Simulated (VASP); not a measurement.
# Bi (I4/mmm) in VASP: a series of runs

Runs on Bi. Level: PBEsol+D3(BJ). Tasks: single point.

Everything below comes from runs of VASP 6.6.1. Logs are shortened: lines on timing, memory, paths and dates and some standing lists are left out, and cuts for length are marked.

### 1 The cell of the first run

The structure is tetragonal, space group I4/mmm (No. 139). The conventional cell has a = 3.837 Å, b = 3.837 Å, c = 3.560 Å, α = 90.00°, β = 90.00°, γ = 90.00°. Bi (site symmetry 4/mmm) has 14 Bi at 3.24 to 3.84 Å within 4.3 Å.

### 2 Single point, PBEsol+D3(BJ) (26.20 Å³/atom)

Contents of INCAR:

```
ALGO = Fast
EDIFF = 1E-6
ENCUT = 520
GGA = PS
ISIF = 2
ISMEAR = 0
IVDW = 12
LASPH = True
LCHARG = False
LREAL = False
LWAVE = False
NBANDS = 14
NELM = 60
PREC = Accurate
SIGMA = 0.15
```

Contents of KPOINTS:

```
k-points
0
Gamma
  18 18 18
```

Contents of POSCAR:

```
Bi
1.0
   -1.9183147866      1.9183147866      1.7801961220
    1.9183147866     -1.9183147866      1.7801961220
    1.9183147866      1.9183147866     -1.7801961220
Bi
1
Direct
    0.0000000000      0.0000000000      0.0000000000
```

Potentials or basis: VASP PAW PBE potentials, release 64 (Bi_d).

Launch:

```console
$ cat potpaw_PBE.64/Bi_d/POTCAR > POTCAR
$ mpirun -np 1 vasp_std > vasp.out
```

OUTCAR:

```text
EDIFF = 1E-6
   ENCUT = 520
   GGA = PS
   ISIF = 2
   ISMEAR = 0
   IVDW = 12
   LASPH = True
   LREAL = False
   NELM = 60
   PREC = Accurate
 IVDW          = 12

 ion  position               nearest neighbor table
   1  0.000  0.000  0.000-

  LATTYP: Found a body centered tetragonal cell.
 ALAT       =     3.8366295732
 C/A-ratio  =     0.9280000000

  Lattice vectors:

 A1 = (  -1.9183147866,   1.9183147866,   1.7801961220)
 A2 = (   1.9183147866,  -1.9183147866,   1.7801961220)
 A3 = (   1.9183147866,   1.9183147866,  -1.7801961220)

Analysis of symmetry for initial positions (statically):
=====================================================================
 Subroutine PRICEL returns:
 Original cell was already a primitive cell.

 Routine SETGRP: Setting up the symmetry group for a
 body centered tetragonal supercell.

 Subroutine GETGRP returns: Found 16 space group operations
 (whereof 16 operations were pure point group operations)
 out of a pool of 16 trial point group operations.

The static configuration has the point symmetry D_4h.

Analysis of symmetry for dynamics (positions and initial velocities):
=====================================================================
 Subroutine PRICEL returns:
 Original cell was already a primitive cell.

 Routine SETGRP: Setting up the symmetry group for a
 body centered tetragonal supercell.

 Subroutine GETGRP returns: Found 16 space group operations
 (whereof 16 operations were pure point group operations)
 out of a pool of 16 trial point group operations.

The dynamic configuration has the point symmetry D_4h.

 Subroutine INISYM returns: Found 16 space group operations
 (whereof 16 operations are pure point group operations),
 and found     1 'primitive' translations

----------------------------------------------------------------------------------------

                                     Primitive cell

  volume of cell :      26.2040

  direct lattice vectors                    reciprocal lattice vectors
    -1.918314787  1.918314787  1.780196122     0.000000000  0.260645439  0.280867930
     1.918314787 -1.918314787  1.780196122     0.260645439  0.000000000  0.280867930
     1.918314787  1.918314787 -1.780196122     0.260645439  0.260645439  0.000000000

  length of vectors
     3.244836124  3.244836124  3.244836124     0.383174685  0.383174685  0.368608315

  position of ions in fractional coordinates (direct lattice)
     0.000000000  0.000000000  0.000000000
[... 85 lines left out ...]
   TEBEG  =    0.0;   TEEND  =   0.0 temperature during run
   PSTRESS=    0.0 pullay stress
   NELECT =      15.0000    total number of electrons
   NUPDOWN=      -1.0000    fix difference up-down
   EMIN   =  10.00;   EMAX   =-10.00  energy-range for DOS
   EFERMI =   0.00;   METHOD = LEGACY
   ISMEAR =     0;   SIGMA  =   0.15  broadening in eV -4-tet -1-fermi 0-gaus
   EFERMI_NEDOS =   21; number of points for ismear=-14 and -15
   IALGO  =     68    algorithm
   IMIX   =      4    mixing-type and parameters
     AMIX     =   0.40;   BMIX     =  1.00
     AMIX_MAG =   1.60;   BMIX_MAG =  1.00
  volume/ion in A,a.u.               =      26.20       176.83
  Fermi-wavevector in a.u.,A,eV,Ry     =   1.359302  2.568709 25.139522  1.847703
  Thomas-Fermi vector in A             =   2.486062
   LORBIT       =      0    0 simple, 1 ext, 2 COOP (PROOUT), +10 PAW based schemes
   GGA     = PS    functional components
   LHFCALC =     F    Hartree Fock is set to
   AEXX    =    0.0000 exact exchange contribution
   IVDW    =    12    specifies the selected vdW correction
   LEPSILON=     F    determine dielectric tensor
   LRPA    =     F    only Hartree local field effects (RPA)
 non-spin polarized calculation
 RMM-DIIS sequential band-by-band and
 Gauss-broadening in eV      SIGMA  =   0.15
  energy-cutoff  :      520.00
  volume of cell :       26.20
 maximum number of plane-waves:       719
   NGX = 13   NGY = 13   NGZ = 13

 number of electron      15.0000003 magnetization

 Free energy of the ion-electron system (eV)
  ---------------------------------------------------
  ext. energy  EPLUGINS =         0.00000000
  ---------------------------------------------------
  free energy    TOTEN  =        -4.09726585 eV

  energy without entropy =       -4.09108613  energy(sigma->0) =       -4.09417599

 E-fermi :  10.0908     XC(G=0): -11.2849

 val. band max:       10.0889962901   @ k =   0.4444   0.2222   0.1667
 cond. band min:      10.0924769575   @ k =  -0.1667  -0.3333   0.0556
 fundamental gap:      0.0034806673
 Fermi energy:        10.0907761409

 k-point     1 :       0.0000    0.0000    0.0000
  band No.  band energies     occupation
      1     -13.0892      2.00000
      2     -13.0472      2.00000
      3     -13.0472      2.00000
      4     -12.8765      2.00000
      5     -12.8166      2.00000
      6      -4.8102      2.00000
      7      16.2701      0.00000
      8      16.2701      0.00000
      9      16.9493      0.00000
     10      20.3864      0.00000
     11      20.3864      0.00000
     12      21.2708      0.00000
     13      21.3584      0.00000
     14      21.9434      0.00000
[... 377 lines left out ...]
      1     -13.0915      2.00000
      2     -13.0284      2.00000
      3     -12.9405      2.00000
      4     -12.8763      2.00000
      5     -12.8376      2.00000
      6      -3.9136      2.00000
      7      11.4703      0.00000
      8      13.8394      0.00000
      9      15.1336      0.00000
     10      18.3601      0.00000
     11      19.5634      0.00000
     12      21.1990      0.00000
     13      23.7030      0.00000
     14      24.4323      0.00000

 [... further k-points ...]

------------------------ aborting loop because EDIFF is reached ----------------------------------------

 Edisp (eV)   -0.62687

 E8    (eV) :    -0.4490

  FORCE on cell =-STRESS in cart. coord.  units (eV):
  Direction    XX          YY          ZZ          XY          YZ          ZX
  --------------------------------------------------------------------------------------
  -------------------------------------------------------------------------------------
  Total       1.09325     1.09325     1.39584     0.00000    -0.00000     0.00000
  in kB      66.84393    66.84393    85.34501     0.00000    -0.00000     0.00000
  external pressure =       73.01 kB  Pullay stress =        0.00 kB

 VOLUME and BASIS-vectors are now :
 -----------------------------------------------------------------------------
  energy-cutoff  :      520.00
  volume of cell :       26.20
      direct lattice vectors                 reciprocal lattice vectors
    -1.918314787  1.918314787  1.780196122     0.000000000  0.260645439  0.280867930
     1.918314787 -1.918314787  1.780196122     0.260645439  0.000000000  0.280867930
     1.918314787  1.918314787 -1.780196122     0.260645439  0.260645439  0.000000000

 POSITION                                       TOTAL-FORCE (eV/Angst)
 -----------------------------------------------------------------------------------
      0.00000      0.00000      0.00000        -0.000000      0.000000      0.000000
 -----------------------------------------------------------------------------------
    total drift:                               -0.000000      0.000000     -0.000000

  FREE ENERGIE OF THE ION-ELECTRON SYSTEM (eV)
  ---------------------------------------------------
  free  energy   TOTEN  =        -4.7241310523 eV

  energy  without entropy=       -4.7179513323  energy(sigma->0) =       -4.72104119
```

Run time: 44 s. Hardware: 1 thread of Intel Xeon 6975P-C (Granite Rapids), shared host; peak memory 0.27 GiB.

What came out:

```yaml
Free_energy: -4.7241 eV
Pressure: 7.3 GPa
Band_gap_on_the_k_mesh: zero (an odd number of electrons rules out a gap without spin polarisation)
Dispersion_energy_per_atom: -0.627 eV
```

Levels at points of the mesh, in eV from the Fermi level:
| k point | band 5 | band 6 | band 7 | band 8 | band 9 | band 10 |
| --- | --- | --- | --- | --- | --- | --- |
| (0.00, 0.00, 0.00) | -22.91 | -14.90 | 6.18 | 6.18 | 6.86 | 10.30 |
| (0.50, 0.00, 0.00) | -22.79 | -10.61 | -6.13 | 1.63 | 3.42 | 6.29 |
| (0.50, 0.50, 0.00) | -22.80 | -11.04 | -6.32 | 2.60 | 4.78 | 7.47 |
| (0.50, 0.50, 0.50) | -22.81 | -7.88 | -2.70 | -2.70 | -1.23 | 2.99 |

Caveat: the cell stands under pressure; the PAW data sets were made with another functional, which shifts forces and pressure a little; spin-orbit coupling is left out, which moves the levels of the heavy elements.

(Part 1 of 3 ends here.)
